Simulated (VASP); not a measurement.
# Al4Ni (P-3m1) in VASP: further runs

Runs on Al4Ni. Level: PBE. Tasks: single point.

Program: VASP 6.6.1. These are calculated values, not measurements. Logs are shortened: lines on timing, memory, paths and dates and some standing lists are left out, and cuts for length are marked.

## 1. The cell of the first run

The structure is trigonal, space group P-3m1 (No. 164). Conventional cell: a = 2.857 Å, b = 2.857 Å, c = 9.187 Å, α = 90.00°, β = 90.00°, γ = 120.00°. Al (site symmetry 3m) has 3 Ni at 2.06 Å within 2.7 Å. Al (site symmetry 3m) has 12 Al at 2.77 to 2.86 Å within 3.7 Å. Ni (site symmetry -3m) has 6 Al at 2.06 Å within 2.7 Å.

## 2. Single point, PBE, collinear spin, ferromagnetic start

Contents of INCAR:

```
PREC = Accurate ; ENCUT = 520
EDIFF = 1E-6 ; ISMEAR = 0
SIGMA = 0.1 ; LREAL = False
LASPH = True ; NELM = 150
ALGO = Fast ; ISIF = 2
LWAVE = False ; LCHARG = False
ISPIN = 2 ; MAGMOM = 0 0 0 0 2
LORBIT = 11 ; LMAXMIX = 4
GGA = PE ; NBANDS = 23
```

Contents of KPOINTS:

```
Automatic mesh
0
Gamma
  6 6 2
```

Contents of POSCAR:

```
Al4Ni
1.0
    2.8570695100      0.0000000000      0.0000000000
   -1.4285347600      2.4742947800      0.0000000000
    0.0000000000      0.0000000000      9.1868538200
Al Ni
4 1
Direct
    0.3333333300      0.6666666700      0.8658552800
    0.3333333300      0.6666666700      0.3767953500
    0.6666666700      0.3333333300      0.1341447200
    0.6666666700      0.3333333300      0.6232046500
    0.0000000000      0.0000000000      0.0000000000
```

Potentials or basis: VASP PAW PBE potentials, release 64 (Al, Ni).

Run with:

```sh
$ cat potpaw_PBE.64/Al/POTCAR potpaw_PBE.64/Ni/POTCAR > POTCAR
$ mpirun -np 1 vasp_std > vasp.out
```

OUTCAR:

```text
PREC = Accurate
   ENCUT = 520
   EDIFF = 1E-6
   ISMEAR = 0
   LREAL = False
   LASPH = True
   NELM = 150
   ISIF = 2
   ISPIN = 2
   LORBIT = 11
   GGA = PE

 ion  position               nearest neighbor table
   1  0.333  0.667  0.866-   5 2.06   5 2.06   5 2.06   4 2.77   4 2.77   4 2.77   3 2.97   3 2.97
                             3 2.97
   2  0.333  0.667  0.377-   3 2.77   3 2.77   3 2.77   4 2.80   4 2.80   4 2.80
   3  0.667  0.333  0.134-   5 2.06   5 2.06   5 2.06   2 2.77   2 2.77   2 2.77   1 2.97   1 2.97
                             1 2.97
   4  0.667  0.333  0.623-   1 2.77   1 2.77   1 2.77   2 2.80   2 2.80   2 2.80
   5  0.000  0.000  0.000-   1 2.06   3 2.06   3 2.06   1 2.06   3 2.06   1 2.06

  LATTYP: Found a hexagonal cell.
 ALAT       =     2.8570695100
 C/A-ratio  =     3.2154813832

  Lattice vectors:

 A1 = (   2.8570695100,   0.0000000000,   0.0000000000)
 A2 = (  -1.4285347600,   2.4742947800,   0.0000000000)
 A3 = (   0.0000000000,   0.0000000000,   9.1868538200)

Analysis of symmetry for initial positions (statically):
=====================================================================
 Subroutine PRICEL returns:
 Original cell was already a primitive cell.

 Routine SETGRP: Setting up the symmetry group for a
 hexagonal supercell.

 Subroutine GETGRP returns: Found 12 space group operations
 (whereof 12 operations were pure point group operations)
 out of a pool of 24 trial point group operations.

The static configuration has the point symmetry D_3d.

Analysis of symmetry for dynamics (positions and initial velocities):
=====================================================================
 Subroutine PRICEL returns:
 Original cell was already a primitive cell.

 Routine SETGRP: Setting up the symmetry group for a
 hexagonal supercell.

 Subroutine GETGRP returns: Found 12 space group operations
 (whereof 12 operations were pure point group operations)
 out of a pool of 24 trial point group operations.

The dynamic configuration has the point symmetry D_3d.

Analysis of structural, dynamic, and magnetic symmetry:
=====================================================================
 Subroutine PRICEL returns:
 Original cell was already a primitive cell.

 Routine SETGRP: Setting up the symmetry group for a
 hexagonal supercell.

 Subroutine GETGRP returns: Found 12 space group operations
 (whereof 12 operations were pure point group operations)
 out of a pool of 24 trial point group operations.

The overall configuration has the point symmetry D_3d.

 Subroutine INISYM returns: Found 12 space group operations
 (whereof 12 operations are pure point group operations),
 and found     1 'primitive' translations

----------------------------------------------------------------------------------------

                                     Primitive cell

  volume of cell :      64.9440

  direct lattice vectors                    reciprocal lattice vectors
     2.857069510  0.000000000  0.000000000     0.350008985  0.202077782  0.000000000
    -1.428534760  2.474294780  0.000000000     0.000000000  0.404155563  0.000000000
     0.000000000  0.000000000  9.186853820     0.000000000  0.000000000  0.108851193

  length of vectors
     2.857069510  2.857069516  9.186853820     0.404155564  0.404155563  0.108851193

  position of ions in fractional coordinates (direct lattice)
     0.333333330  0.666666670  0.865855280
     0.333333330  0.666666670  0.376795350
     0.666666670  0.333333330  0.134144720
     0.666666670  0.333333330  0.623204650
     0.000000000  0.000000000  0.000000000

  ion indices of the primitive-cell ions
   primitive index   ion index
                 1           1
                 2           2
                 3           3
                 4           4
                 5           5

----------------------------------------------------------------------------------------

 KPOINTS: Automatic mesh

[... 30 lines left out ...]
  0.333333  0.333333  0.000000      2.000000
  0.000000  0.000000  0.500000      1.000000
  0.166667 -0.000000  0.500000      6.000000
  0.333333 -0.000000  0.500000      6.000000
  0.500000  0.000000  0.500000      3.000000
  0.166667  0.166667  0.500000      6.000000
  0.333333  0.166667  0.500000     12.000000
  0.333333  0.333333  0.500000      2.000000
   k-points           NKPTS =     14   k-points in BZ     NKDIM =     14   number of bands    NBANDS=     23
   number of dos      NEDOS =    301   number of ions     NIONS =      5
   total plane-waves  NPLWV =  40320
   dimension x,y,z NGX =    24 NGY =   24 NGZ =   70
   dimension x,y,z NGXF=    48 NGYF=   48 NGZF=  140
   ions per type =               4   1
   NGX,Y,Z   is equivalent  to a cutoff of  13.97, 13.97, 12.67 a.u.
   NGXF,Y,Z  is equivalent  to a cutoff of  27.93, 27.93, 25.33 a.u.
 SYSTEM =  unknown system
   PREC   = accura    normal or accurate (medium, high low for compatibility)
   ISTART =      0    job   : 0-new  1-cont  2-samecut
   ICHARG =      2    charge: 1-file 2-atom 10-const
   ISPIN  =      2    spin polarized calculation?
   LNONCOLLINEAR =      F non collinear calculations
   LSORBIT =      F    spin-orbit coupling
   LASPH  =      T    aspherical Exc in radial PAW
   ENCUT  =  520.0 eV  38.22 Ry    6.18 a.u.   5.31  5.31 17.08*2*pi/ulx,y,z
   NELM   =    150;   NELMIN=  2; NELMDL= -5     # of ELM steps
   EDIFF  = 0.1E-05   stopping-criterion for ELM
   LREAL  =      F    real-space projection
   EDIFFG = 0.1E-04   stopping-criterion for IOM
   NSW    =      0    number of steps for IOM
   IBRION =     -1    ionic relax: 0-MD 1-quasi-New 2-CG
   NFREE  =      0    steps in history (QN), initial steepest desc. (CG)
   ISIF   =      2    stress and relaxation
   ISYM   =      2    0-nonsym 1-usesym 2-fastsym
   POTIM  = 0.5000    time-step for ionic-motion
   TEBEG  =    0.0;   TEEND  =   0.0 temperature during run
   PSTRESS=    0.0 pullay stress
   NELECT =      22.0000    total number of electrons
   NUPDOWN=      -1.0000    fix difference up-down
   EMIN   =  10.00;   EMAX   =-10.00  energy-range for DOS
   EFERMI =   0.00;   METHOD = LEGACY
   ISMEAR =     0;   SIGMA  =   0.10  broadening in eV -4-tet -1-fermi 0-gaus
   EFERMI_NEDOS =   21; number of points for ismear=-14 and -15
   IALGO  =     68    algorithm
   IMIX   =      4    mixing-type and parameters
     AMIX     =   0.40;   BMIX     =  1.00
     AMIX_MAG =   1.60;   BMIX_MAG =  1.00
  volume/ion in A,a.u.               =      12.99        87.65
  Fermi-wavevector in a.u.,A,eV,Ry     =   1.141220  2.156593 17.719998  1.302383
  Thomas-Fermi vector in A             =   2.277921
   LORBIT       =     11    0 simple, 1 ext, 2 COOP (PROOUT), +10 PAW based schemes
   GGA     = PE    functional components
   LHFCALC =     F    Hartree Fock is set to
   AEXX    =    0.0000 exact exchange contribution
   IVDW    =     0    specifies the selected vdW correction
   LEPSILON=     F    determine dielectric tensor
   LRPA    =     F    only Hartree local field effects (RPA)
 spin polarized calculation
 RMM-DIIS sequential band-by-band and
 Gauss-broadening in eV      SIGMA  =   0.10
  energy-cutoff  :      520.00
  volume of cell :       64.94
 maximum number of plane-waves:      1770
 NGX is ok and might be reduce to    24
   NGX = 11   NGY = 11   NGZ = 35

 number of electron      22.0000000 magnetization      -0.0001390

 number of electron      22.0000000 magnetization       0.0000197

 Free energy of the ion-electron system (eV)
  ---------------------------------------------------
  ext. energy  EPLUGINS =         0.00000000
  ---------------------------------------------------
  free energy    TOTEN  =       -17.40592785 eV

  energy without entropy =      -17.39819195  energy(sigma->0) =      -17.40205990

 E-fermi :  10.3791     XC(G=0): -11.2192

 val. band max:       10.3705372230   @ k =   0.3333   0.3333   0.5000
 cond. band min:      10.4501540228   @ k =   0.3333   0.1667   0.0000
 fundamental gap:      0.0796167998
 Fermi energy:        10.3791467521

 spin component 1

 k-point     1 :       0.0000    0.0000    0.0000
  band No.  band energies     occupation
      1      -2.0995      1.00000
      2      -0.1205      1.00000
      3       0.1732      1.00000
      4       4.0254      1.00000
      5       5.1864      1.00000
      6       6.0121      1.00000
[... 353 lines left out ...]
     22      17.7756      0.00000
     23      17.7781      0.00000
 Fermi energy:        10.3791467521

 spin component 2

 k-point     1 :       0.0000    0.0000    0.0000
  band No.  band energies     occupation
      1      -2.0994      1.00000
      2      -0.1206      1.00000
      3       0.1732      1.00000
      4       4.0254      1.00000
      5       5.1864      1.00000
      6       6.0121      1.00000
[... 353 lines left out ...]
     22      17.7756      0.00000
     23      17.7781      0.00000

------------------------ aborting loop because EDIFF is reached ----------------------------------------

  FORCE on cell =-STRESS in cart. coord.  units (eV):
  Direction    XX          YY          ZZ          XY          YZ          ZX
  --------------------------------------------------------------------------------------
  -------------------------------------------------------------------------------------
  Total       17.0916414     17.0916415     19.8704463     -0.0000000      0.0000000      0.0000000
  in kB      421.6531064    421.6531078    490.2065986     -0.0000009      0.0000000      0.0000000
  external PRESSURE =     444.5042709 kB  Pullay stress =       0.0000000 kB

 VOLUME and BASIS-vectors are now :
 -----------------------------------------------------------------------------
  energy-cutoff  :      520.00
  volume of cell :       64.94
      direct lattice vectors                 reciprocal lattice vectors
     2.857069510  0.000000000  0.000000000     0.350008985  0.202077782  0.000000000
    -1.428534760  2.474294780  0.000000000     0.000000000  0.404155563  0.000000000
     0.000000000  0.000000000  9.186853820     0.000000000  0.000000000  0.108851193

 POSITION                                       TOTAL-FORCE (eV/Angst)
 -----------------------------------------------------------------------------------
     -0.00000      1.64953      7.95449         0.000000     -0.000000     -6.454710
     -0.00000      1.64953      3.46156        -0.000000      0.000000      0.496490
      1.42853      0.82476      1.23237        -0.000000      0.000000      6.454710
      1.42853      0.82476      5.72529         0.000000     -0.000000     -0.496490
      0.00000      0.00000      0.00000        -0.000000      0.000000     -0.000000
 -----------------------------------------------------------------------------------
    total drift:                               -0.000000     -0.000000     -0.000000

  FREE ENERGIE OF THE ION-ELECTRON SYSTEM (eV)
  ---------------------------------------------------
  free  energy   TOTEN  =       -17.4059278534 eV

  energy  without entropy=      -17.3981919498  energy(sigma->0) =      -17.40205990

 total charge

# of ion       s       p       d       tot
------------------------------------------
    1        0.481   0.477   0.000   0.958
    2        0.444   0.347   0.000   0.792
    3        0.481   0.477   0.000   0.958
    4        0.444   0.347   0.000   0.792
    5        0.766   0.793   8.841  10.400
--------------------------------------------------
tot          2.618   2.441   8.841  13.900

 magnetization (x)

# of ion       s       p       d       tot
------------------------------------------
    1        0.000   0.000   0.000   0.000
    2        0.000   0.000   0.000   0.000
    3        0.000   0.000   0.000   0.000
    4        0.000   0.000   0.000   0.000
    5        0.000   0.000   0.000   0.000
--------------------------------------------------
tot          0.000   0.000   0.000   0.000
```

It took 59 s on 1 thread of Intel Xeon Platinum 8259CL at 2.50GHz (Skylake/Cascade Lake), shared host; peak memory 0.23 GiB.

Results:

| Quantity | Value |
| --- | --- |
| Free energy | -17.4059 eV |
| Pressure | 44.5 GPa |
| Largest force | 6.455 eV/Å |
| Band gap on the k mesh | zero (filled and empty bands overlap) |
| Net moment | 0.00 μB per cell |
| Valence electrons inside the program's atomic spheres | Al 0.96, 0.79; Ni 10.40 |

Forces on the atoms (eV/Å):
```
Al   0.000  0.000 -6.455
Al   0.000  0.000  0.496
Al   0.000  0.000  6.455
Al   0.000  0.000 -0.496
Ni   0.000  0.000  0.000
```

Levels at points of the mesh, in eV from the Fermi level:
Spin up:
```tsv
k point	band 9	band 10	band 11	band 12	band 13	band 14
(0.00, 0.00, 0.00)	-3.57	-3.24	2.72	4.43	9.52	9.52
(0.50, 0.00, 0.00)	-2.98	-2.70	-1.64	-0.24	0.24	1.53
(0.00, 0.00, 0.50)	-3.57	-1.82	0.12	7.85	9.16	9.60
(0.50, 0.00, 0.50)	-2.70	-2.41	-2.36	-1.03	-0.85	3.75
```
Spin down:
| k point | band 8 | band 9 | band 10 | band 11 | band 12 | band 13 | band 14 | band 15 |
| --- | --- | --- | --- | --- | --- | --- | --- | --- |
| (0.00, 0.00, 0.00) | -3.57 | -3.57 | -3.24 | 2.72 | 4.43 | 9.52 | 9.52 | 10.28 |
| (0.50, 0.00, 0.00) | -4.03 | -2.98 | -2.70 | -1.64 | -0.24 | 0.24 | 1.53 | 2.83 |
| (0.00, 0.00, 0.50) | -3.57 | -3.57 | -1.82 | 0.12 | 7.85 | 9.16 | 9.60 | 9.60 |
| (0.50, 0.00, 0.50) | -2.76 | -2.70 | -2.41 | -2.36 | -1.03 | -0.85 | 3.75 | 4.09 |

Caveat: the k points lie up to 0.42 Å⁻¹ apart; the starting moments collapsed, and a magnetic state may lie lower; forces of over 1 eV/Å act on the atoms, so gaps and moduli don't describe the material at rest.

(Continued in part 2 of 2.)
